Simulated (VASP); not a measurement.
# As (P6_3/mmc) in VASP: further runs

Runs on As. Level: PBE. Tasks: single point.

Everything below comes from runs of VASP 6.6.1. Logs are shortened: lines on timing, memory, paths and dates and some standing lists are left out, and cuts for length are marked.

### Step 1. The cell of the first run

Symmetry: P6_3/mmc, No. 194, hexagonal system. The conventional cell has a = 3.637 Å, b = 3.637 Å, c = 9.256 Å, α = 90.00°, β = 90.00°, γ = 120.00°. As (site symmetry -3m) has 6 As at 2.38 Å within 3.1 Å. Within 3.1 Å of As (site symmetry 3m) lie 7 As at 2.38 to 3.06 Å.

### Step 2. Single point, PBE

INCAR

```
SYSTEM = As
PREC     = Accurate       ! precision mode
ENCUT    = 520            ! plane-wave cutoff, eV
EDIFF    = 1E-6           ! SCF threshold, eV
ISMEAR   = 0              ! smearing method
SIGMA    = 0.1            ! smearing width, eV
LREAL    = .FALSE.        ! projectors in reciprocal space
LASPH    = .TRUE.         ! aspherical terms in the spheres
NELM     = 100            ! most SCF steps
ALGO     = Normal         ! electronic algorithm
ISIF     = 2              ! what is computed and relaxed
LWAVE    = .FALSE.        ! write WAVECAR
LCHARG   = .TRUE.         ! write CHGCAR
GGA      = PE             ! functional
LELF     = .TRUE.         ! ELF
LVHAR    = .TRUE.       
NBANDS   = 24             ! bands
```

KPOINTS

```
regular mesh
0
G
  6 6 2
  0 0 0
```

POSCAR

```
As
1.0
    3.6365760900      0.0000000000      0.0000000000
   -1.8182880500      3.1493672800      0.0000000000
    0.0000000000      0.0000000000      9.2564430200
As
6
Direct
    0.0000000000      0.0000000000      0.5000000000
    0.0000000000      0.0000000000      0.0000000000
    0.6666666700      0.3333333300      0.3797952800
    0.3333333300      0.6666666700      0.6202047200
    0.3333333300      0.6666666700      0.8797952800
    0.6666666700      0.3333333300      0.1202047200
```

Potentials or basis: VASP PAW PBE potentials, release 64 (As).

Command:

```
$ cat potpaw_PBE.64/As/POTCAR > POTCAR
$ mpirun -np 1 vasp_std > vasp.out
```

OUTCAR:

```text
SYSTEM = As
   PREC = Accurate
   ENCUT = 520
   EDIFF = 1E-6
   ISMEAR = 0
   LREAL = .FALSE.
   LASPH = .TRUE.
   NELM = 100
   ISIF = 2
   GGA = PE

 ion  position               nearest neighbor table
   1  0.000  0.000  0.500-   3 2.38   4 2.38   3 2.38   4 2.38   3 2.38   4 2.38
   2  0.000  0.000  0.000-   5 2.38   6 2.38   6 2.38   5 2.38   6 2.38   5 2.38
   3  0.667  0.333  0.380-   1 2.38   1 2.38   1 2.38   6 2.40
   4  0.333  0.667  0.620-   1 2.38   1 2.38   1 2.38   5 2.40
   5  0.333  0.667  0.880-   2 2.38   2 2.38   2 2.38   4 2.40
   6  0.667  0.333  0.120-   2 2.38   2 2.38   2 2.38   3 2.40

  LATTYP: Found a hexagonal cell.
 ALAT       =     3.6365760900
 C/A-ratio  =     2.5453731177

  Lattice vectors:

 A1 = (   3.6365760900,   0.0000000000,   0.0000000000)
 A2 = (  -1.8182880500,   3.1493672800,   0.0000000000)
 A3 = (   0.0000000000,   0.0000000000,   9.2564430200)

Analysis of symmetry for initial positions (statically):
=====================================================================
 Subroutine PRICEL returns:
 Original cell was already a primitive cell.

 Routine SETGRP: Setting up the symmetry group for a
 hexagonal supercell.

 Subroutine GETGRP returns: Found 24 space group operations
 (whereof 12 operations were pure point group operations)
 out of a pool of 24 trial point group operations.

The static configuration has the point symmetry D_3d.
 The point group associated with its full space group is D_6h.

Analysis of symmetry for dynamics (positions and initial velocities):
=====================================================================
 Subroutine PRICEL returns:
 Original cell was already a primitive cell.

 Routine SETGRP: Setting up the symmetry group for a
 hexagonal supercell.

 Subroutine GETGRP returns: Found 24 space group operations
 (whereof 12 operations were pure point group operations)
 out of a pool of 24 trial point group operations.

The dynamic configuration has the point symmetry D_3d.
 The point group associated with its full space group is D_6h.

 Subroutine INISYM returns: Found 24 space group operations
 (whereof 12 operations are pure point group operations),
 and found     1 'primitive' translations

----------------------------------------------------------------------------------------

                                     Primitive cell

  volume of cell :     106.0132

  direct lattice vectors                    reciprocal lattice vectors
     3.636576090  0.000000000  0.000000000     0.274983934  0.158762049  0.000000000
    -1.818288050  3.149367280  0.000000000     0.000000000  0.317524096  0.000000000
     0.000000000  0.000000000  9.256443020     0.000000000  0.000000000  0.108032859

  length of vectors
     3.636576090  3.636576095  9.256443020     0.317524097  0.317524096  0.108032859

  position of ions in fractional coordinates (direct lattice)
     0.000000000  0.000000000  0.500000000
     0.000000000  0.000000000  0.000000000
     0.666666670  0.333333330  0.379795280
     0.333333330  0.666666670  0.620204720
     0.333333330  0.666666670  0.879795280
     0.666666670  0.333333330  0.120204720

  ion indices of the primitive-cell ions
   primitive index   ion index
                 1           1
                 2           2
                 3           3
                 4           4
                 5           5
                 6           6

----------------------------------------------------------------------------------------

 KPOINTS: regular mesh

Automatic generation of k-mesh.
 Grid dimensions read from file:
 generate k-points for:    6    6    2

 Generating k-lattice:

  Cartesian coordinates                     Fractional coordinates (reciprocal lattice)
     0.045830656  0.026460341  0.000000000     0.166666667  0.000000000  0.000000000
     0.000000000  0.052920683  0.000000000     0.000000000  0.166666667  0.000000000
     0.000000000  0.000000000  0.054016429     0.000000000  0.000000000  0.500000000

  Length of vectors
     0.052920683  0.052920683  0.054016429

  Shift w.r.t. Gamma in fractional coordinates (k-lattice)
     0.000000000  0.000000000  0.000000000

 Subroutine IBZKPT returns following result:
 ===========================================

 Found     14 irreducible k-points:

 Following reciprocal coordinates:
            Coordinates               Weight
  0.000000  0.000000  0.000000      1.000000
  0.166667  0.000000  0.000000      6.000000
  0.333333  0.000000  0.000000      6.000000
  0.500000  0.000000  0.000000      3.000000
  0.166667  0.166667  0.000000      6.000000
  0.333333  0.166667  0.000000     12.000000
  0.333333  0.333333  0.000000      2.000000
  0.000000  0.000000  0.500000      1.000000
  0.166667  0.000000  0.500000      6.000000
  0.333333  0.000000  0.500000      6.000000
  0.500000  0.000000  0.500000      3.000000
  0.166667  0.166667  0.500000      6.000000
  0.333333  0.166667  0.500000     12.000000
  0.333333  0.333333  0.500000      2.000000
   k-points           NKPTS =     14   k-points in BZ     NKDIM =     14   number of bands    NBANDS=     24
   number of dos      NEDOS =    301   number of ions     NIONS =      6
   total plane-waves  NPLWV =  54880
   dimension x,y,z NGX =    28 NGY =   28 NGZ =   70
   dimension x,y,z NGXF=    56 NGYF=   56 NGZF=  140
   ions per type =               6
   NGX,Y,Z   is equivalent  to a cutoff of  12.80, 12.80, 12.57 a.u.
   NGXF,Y,Z  is equivalent  to a cutoff of  25.60, 25.60, 25.14 a.u.
 SYSTEM =  As
   PREC   = accura    normal or accurate (medium, high low for compatibility)
   ISTART =      0    job   : 0-new  1-cont  2-samecut
   ICHARG =      2    charge: 1-file 2-atom 10-const
   ISPIN  =      1    spin polarized calculation?
   LNONCOLLINEAR =      F non collinear calculations
   LSORBIT =      F    spin-orbit coupling
   LASPH  =      T    aspherical Exc in radial PAW
   ENCUT  =  520.0 eV  38.22 Ry    6.18 a.u.   6.76  6.76 17.21*2*pi/ulx,y,z
   NELM   =    100;   NELMIN=  2; NELMDL= -5     # of ELM steps
   EDIFF  = 0.1E-05   stopping-criterion for ELM
   LREAL  =      F    real-space projection
   EDIFFG = 0.1E-04   stopping-criterion for IOM
   NSW    =      0    number of steps for IOM
   IBRION =     -1    ionic relax: 0-MD 1-quasi-New 2-CG
   NFREE  =      0    steps in history (QN), initial steepest desc. (CG)
   ISIF   =      2    stress and relaxation
   ISYM   =      2    0-nonsym 1-usesym 2-fastsym
   POTIM  = 0.5000    time-step for ionic-motion
   TEBEG  =    0.0;   TEEND  =   0.0 temperature during run
   PSTRESS=    0.0 pullay stress
   NELECT =      30.0000    total number of electrons
   NUPDOWN=      -1.0000    fix difference up-down
   EMIN   =  10.00;   EMAX   =-10.00  energy-range for DOS
   EFERMI =   0.00;   METHOD = LEGACY
   ISMEAR =     0;   SIGMA  =   0.10  broadening in eV -4-tet -1-fermi 0-gaus
   EFERMI_NEDOS =   21; number of points for ismear=-14 and -15
   IALGO  =     38    algorithm
   IMIX   =      4    mixing-type and parameters
     AMIX     =   0.40;   BMIX     =  1.00
     AMIX_MAG =   1.60;   BMIX_MAG =  1.00
  volume/ion in A,a.u.               =      17.67       119.24
  Fermi-wavevector in a.u.,A,eV,Ry     =   1.074802  2.031082 15.717447  1.155200
  Thomas-Fermi vector in A             =   2.210641
   LORBIT       =      0    0 simple, 1 ext, 2 COOP (PROOUT), +10 PAW based schemes
   GGA     = PE    functional components
   LHFCALC =     F    Hartree Fock is set to
   AEXX    =    0.0000 exact exchange contribution
   IVDW    =     0    specifies the selected vdW correction
   LEPSILON=     F    determine dielectric tensor
   LRPA    =     F    only Hartree local field effects (RPA)
 non-spin polarized calculation
 Gauss-broadening in eV      SIGMA  =   0.10
  energy-cutoff  :      520.00
  volume of cell :      106.01
 maximum number of plane-waves:      2884
 NGX is ok and might be reduce to    28
   NGX = 13   NGY = 13   NGZ = 35

 number of electron      30.0000000 magnetization

 Free energy of the ion-electron system (eV)
  ---------------------------------------------------
  ext. energy  EPLUGINS =         0.00000000
  ---------------------------------------------------
  free energy    TOTEN  =       -21.76395342 eV

  energy without entropy =      -21.74098609  energy(sigma->0) =      -21.75246975

 E-fermi :   7.6239     XC(G=0): -10.7080

 val. band max:        7.5597362305   @ k =   0.1667   0.0000   0.0000
 cond. band min:       7.6362363388   @ k =   0.3333   0.1667   0.5000
 fundamental gap:      0.0765001083
 Fermi energy:         7.6238910558

 k-point     1 :       0.0000    0.0000    0.0000
  band No.  band energies     occupation
      1     -10.0796      2.00000
      2      -9.5792      2.00000
      3      -5.9345      2.00000
      4      -3.1420      2.00000
      5      -1.3838      2.00000
      6       3.7660      2.00000
[... 16 lines left out ...]
     23      12.1381      0.00000
     24      12.2086      0.00000

 k-point     2 :       0.1667    0.0000    0.0000
  band No.  band energies     occupation
      1      -9.6866      2.00000
      2      -9.1770      2.00000
      3      -5.6879      2.00000
      4      -2.9176      2.00000
      5      -1.6078      2.00000
      6       0.7761      2.00000
[... 16 lines left out ...]
     23      12.0206      0.00000
     24      12.2847      0.00000

 k-point     3 :       0.3333    0.0000    0.0000
  band No.  band energies     occupation
      1      -8.5307      2.00000
      2      -7.9910      2.00000
      3      -5.3303      2.00000
      4      -3.4143      2.00000
      5      -3.1132      2.00000
      6      -1.2496      2.00000
[... 16 lines left out ...]
     23      12.9470      0.00000
     24      13.5050      0.00000
[... 244 lines left out ...]
 k-point    13 :       0.3333    0.1667    0.5000
  band No.  band energies     occupation
      1      -7.1939      2.00000
      2      -7.1939      2.00000
      3      -5.0337      2.00000
      4      -5.0337      2.00000
      5      -3.1073      2.00000
      6      -3.1073      2.00000
[... 16 lines left out ...]
     23      13.3006      0.00000
     24      13.3006      0.00000

 k-point    14 :       0.3333    0.3333    0.5000
  band No.  band energies     occupation
      1      -5.7417      2.00000
      2      -5.7417      2.00000
      3      -5.6527      2.00000
      4      -5.6527      2.00000
      5      -4.3359      2.00000
      6      -4.3359      2.00000
[... 16 lines left out ...]
     23      13.0022      0.00000
     24      13.0022      0.00000

------------------------ aborting loop because EDIFF is reached ----------------------------------------

  FORCE on cell =-STRESS in cart. coord.  units (eV):
  Direction    XX          YY          ZZ          XY          YZ          ZX
  --------------------------------------------------------------------------------------
  -------------------------------------------------------------------------------------
  Total       28.6959829     28.6959829     21.0804837     -0.0000000      0.0000000      0.0000000
  in kB      433.6821675    433.6821684    318.5891875     -0.0000007      0.0000000      0.0000000
  external PRESSURE =     395.3178411 kB  Pullay stress =       0.0000000 kB

 VOLUME and BASIS-vectors are now :
 -----------------------------------------------------------------------------
  energy-cutoff  :      520.00
  volume of cell :      106.01
      direct lattice vectors                 reciprocal lattice vectors
     3.636576090  0.000000000  0.000000000     0.274983934  0.158762049  0.000000000
    -1.818288050  3.149367280  0.000000000     0.000000000  0.317524096  0.000000000
     0.000000000  0.000000000  9.256443020     0.000000000  0.000000000  0.108032859

 POSITION                                       TOTAL-FORCE (eV/Angst)
 -----------------------------------------------------------------------------------
      0.00000      0.00000      4.62822        -0.000000      0.000000      0.000000
      0.00000      0.00000      0.00000        -0.000000      0.000000      0.000000
      1.81829      1.04979      3.51555         0.000000      0.000000     -3.696144
     -0.00000      2.09958      5.74089        -0.000000      0.000000      3.696144
     -0.00000      2.09958      8.14377         0.000000      0.000000     -3.696144
      1.81829      1.04979      1.11267        -0.000000     -0.000000      3.696144
 -----------------------------------------------------------------------------------
    total drift:                                0.000000      0.000000      0.000000

  FREE ENERGIE OF THE ION-ELECTRON SYSTEM (eV)
  ---------------------------------------------------
  free  energy   TOTEN  =       -21.7639534173 eV

  energy  without entropy=      -21.7409860893  energy(sigma->0) =      -21.75246975
```

Wall time 24 s (1 thread of Intel Xeon Platinum 8488C (Sapphire Rapids), shared host); peak memory 0.22 GiB.

Results:

* Free energy: -21.7640 eV
* Pressure: 39.5 GPa
* Largest force: 3.696 eV/Å
* Band gap on the k mesh: zero (band 15 reaches 8.95 eV, above the bottom of band 16 at 6.03 eV)

Forces in eV/Å, atoms in the order of the input:
```
As   0.000  0.000  0.000
As   0.000  0.000  0.000
As   0.000  0.000 -3.696
As   0.000  0.000  3.696
As   0.000  0.000 -3.696
As   0.000  0.000  3.696
```

Caveat: forces of over 1 eV/Å act on the atoms, so gaps and moduli don't describe the material at rest.

### Step 3. Single point, PBE

This run uses another cell than the first one, of 24.67 Å³/atom, 1.396 times its volume.

INCAR

```
SYSTEM = As
ALGO = Normal
EDIFF = 1E-6
ENCUT = 520
GGA = PE
ISIF = 2
ISMEAR = 0
LASPH = .TRUE.
LCHARG = .FALSE.
LREAL = .FALSE.
LWAVE = .FALSE.
NBANDS = 24
NELM = 80
PREC = Accurate
SIGMA = 0.1
```

KPOINTS

```
k-points
0
G
  6 6 2
  0 0 0
```

POSCAR

```
As
1.0
    4.1328670903      0.0000000033      0.0000000000
   -2.0664335480      3.5791678891      0.0000000000
    0.0000000000      0.0000000000     10.0065964644
As
6
Direct
    0.0000000000      0.0000000000      0.5000000000
    0.0000000000      0.0000000000      0.0000000000
    0.6666666667      0.3333333333      0.3685429394
    0.3333333333      0.6666666667      0.6314570606
    0.3333333333      0.6666666667      0.8685429394
    0.6666666667      0.3333333333      0.1314570606
```

Potentials or basis: VASP PAW PBE potentials, release 64 (As).

Command:

```
$ cat potpaw_PBE.64/As/POTCAR > POTCAR
$ mpirun -np 1 vasp_std > vasp.out
```

OUTCAR:

```text
SYSTEM = As
   EDIFF = 1E-6
   ENCUT = 520
   GGA = PE
   ISIF = 2
   ISMEAR = 0
   LASPH = .TRUE.
   LREAL = .FALSE.
   NELM = 80
   PREC = Accurate

 ion  position               nearest neighbor table
   1  0.000  0.000  0.500-   3 2.72   4 2.72   3 2.72   4 2.72   3 2.72   4 2.72
   2  0.000  0.000  0.000-   5 2.72   6 2.72   6 2.72   5 2.72   6 2.72   5 2.72
   3  0.667  0.333  0.369-   6 2.37   1 2.72   1 2.72   1 2.72
   4  0.333  0.667  0.631-   5 2.37   1 2.72   1 2.72   1 2.72
   5  0.333  0.667  0.869-   4 2.37   2 2.72   2 2.72   2 2.72
[... 576 lines left out ...]
  -------------------------------------------------------------------------------------
  Total        0.1048320      0.1048320      0.2614208      0.0000000      0.0000000      0.0000000
  in kB        1.1347095      1.1347095      2.8296382      0.0000000      0.0000000      0.0000000
  external PRESSURE =       1.6996857 kB  Pullay stress =       0.0000000 kB

 VOLUME and BASIS-vectors are now :
 -----------------------------------------------------------------------------
  energy-cutoff  :      520.00
  volume of cell :      148.02
      direct lattice vectors                 reciprocal lattice vectors
     4.132867090  0.000000003  0.000000000     0.241962777  0.139697275  0.000000000
    -2.066433548  3.579167889  0.000000000    -0.000000000  0.279394549  0.000000000
     0.000000000  0.000000000 10.006596464     0.000000000  0.000000000  0.099934079

 POSITION                                       TOTAL-FORCE (eV/Angst)
 -----------------------------------------------------------------------------------
      0.00000      0.00000      5.00330         0.000000      0.000000      0.000000
      0.00000      0.00000      0.00000         0.000000      0.000000      0.000000
      2.06643      1.19306      3.68786         0.000000     -0.000000      0.033641
     -0.00000      2.38611      6.31874        -0.000000     -0.000000     -0.033641
     -0.00000      2.38611      8.69116        -0.000000      0.000000      0.033641
      2.06643      1.19306      1.31544         0.000000     -0.000000     -0.033641
 -----------------------------------------------------------------------------------
    total drift:                               -0.000000      0.000000     -0.000000

  FREE ENERGIE OF THE ION-ELECTRON SYSTEM (eV)
  ---------------------------------------------------
  free  energy   TOTEN  =       -26.3763988299 eV

  energy  without entropy=      -26.3473042210  energy(sigma->0) =      -26.36185153
```

OSZICAR:

```text
N       E                     dE             d eps       ncg     rms          rms(c)
DAV:   1     0.114988738041E+03    0.11499E+03   -0.11481E+04   672   0.103E+03
DAV:   2    -0.167722741625E+02   -0.13176E+03   -0.12311E+03   840   0.164E+02
DAV:   3    -0.262853612332E+02   -0.95131E+01   -0.92597E+01   888   0.428E+01
DAV:   4    -0.264386055619E+02   -0.15324E+00   -0.15247E+00   744   0.582E+00
DAV:   5    -0.264404302043E+02   -0.18246E-02   -0.18239E-02   896   0.621E-01    0.524E+00
DAV:   6    -0.263874284627E+02    0.53002E-01   -0.63007E-02   776   0.129E+00    0.313E+00
DAV:   7    -0.263756684112E+02    0.11760E-01   -0.73313E-02   776   0.122E+00    0.311E-01
DAV:   8    -0.263760112529E+02   -0.34284E-03   -0.25847E-03   792   0.281E-01    0.106E-01
DAV:   9    -0.263763137283E+02   -0.30248E-03   -0.87957E-04   792   0.132E-01    0.419E-02
DAV:  10    -0.263763790620E+02   -0.65334E-04   -0.73816E-05   816   0.444E-02    0.156E-02
DAV:  11    -0.263763980487E+02   -0.18987E-04   -0.26212E-05   776   0.266E-02    0.425E-03
DAV:  12    -0.263763988299E+02   -0.78122E-06   -0.22700E-06   704   0.766E-03
   1 F= -.26376399E+02 E0= -.26361852E+02  d E =-.290946E-01
```

stdout:

```text
POSCAR found type information on POSCAR As
 POSCAR found :  1 types and       6 ions
 scaLAPACK will be used
 LDA part: xc-table for (Slater+PW92), standard interpolation
 POSCAR, INCAR and KPOINTS ok, starting setup
 FFT: planning ... GRIDC
 FFT: planning ... GRID_SOFT
 FFT: planning ... GRID
 WAVECAR not read
 entering main loop
```

Wall time 30 s (1 thread of Intel Xeon Platinum 8488C (Sapphire Rapids), shared host); peak memory 0.26 GiB.

Results:

| Item | Value |
| --- | --- |
| Free energy | -26.3764 eV |
| Pressure | 0.2 GPa |
| Largest force | 0.034 eV/Å |
| Band gap on the k mesh | zero (band 15 reaches 4.35 eV, above the bottom of band 16 at 3.02 eV) |

Forces in eV/Å, atoms in the order of the input:
```
As   0.000  0.000  0.000
As   0.000  0.000  0.000
As   0.000  0.000  0.034
As   0.000  0.000 -0.034
As   0.000  0.000  0.034
As   0.000  0.000 -0.034
```

Stress tensor (GPa, compression positive):
```
0.11 0.00 0.00
0.00 0.11 0.00
0.00 0.00 0.28
```
